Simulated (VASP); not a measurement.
Set up this calculation in VASP 6.6.1, as the native input.

| Item | Value |
| --- | --- |
| Task | dielectric tensor |
| Functional | PBE |
| Dispersion | D4 |
| Potentials or basis | VASP PAW PBE potentials, release 64 (Se) |
| Cutoff | 400 eV |
| k mesh | 5 × 5 × 4, shifted |
| Occupations | gaussian, width 0.01 eV |
| Spin | no spin polarisation |
| Dipole correction | no |
| Further INCAR settings | ALGO = Normal; EDIFF = 1e-08 |

The structure of Se lies in POSCAR:

```
Se
1.0
    4.3551700000      0.0000000000      0.0000000000
   -2.1775850000      3.7716878578      0.0000000000
    0.0000000000      0.0000000000      4.9494500000
Se
3
Direct
    0.2170000000      0.0000000000      0.1666666667
    0.0000000000      0.2170000000      0.8333333333
    0.7830000000      0.7830000000      0.5000000000
```

One way to write it, as run:

INCAR

```
SYSTEM = Se
PREC = Accurate ; ENCUT = 400
EDIFF = 1E-8 ; ISMEAR = 0
SIGMA = 0.01 ; LREAL = .False.
LASPH = .True. ; NELM = 120
ALGO = Normal ; ISIF = 2
LWAVE = .False. ; LCHARG = .False.
GGA = PE ; IVDW = 13
LEPSILON = .True. ; GGA_COMPAT = .False.
```

KPOINTS

```
Automatic mesh
0
Gamma
  5 5 4
  0 0 0.5
```

Potentials or basis: VASP PAW PBE potentials, release 64 (Se).

Launch:

```console
$ cat potpaw_PBE.64/Se/POTCAR > POTCAR
$ mpirun -np 1 vasp_std > vasp.out
```

It gave:

```yaml
Band_gap_on_the_k_mesh: 1.47 eV (least direct gap 1.63 eV)
Electronic_dielectric_tensor_diagonal: 8.10, 8.10, 13.26
Born_charges_mean_of_the_diagonal: Se +0.00 e
Dispersion_energy_per_atom: -0.351 eV
```

Caveat: a shifted mesh leaves out Γ, where band edges can lie.

It took 5.5 min on 1 thread of Intel Xeon 8259CL, on a shared host, peak memory 0.22 GiB.
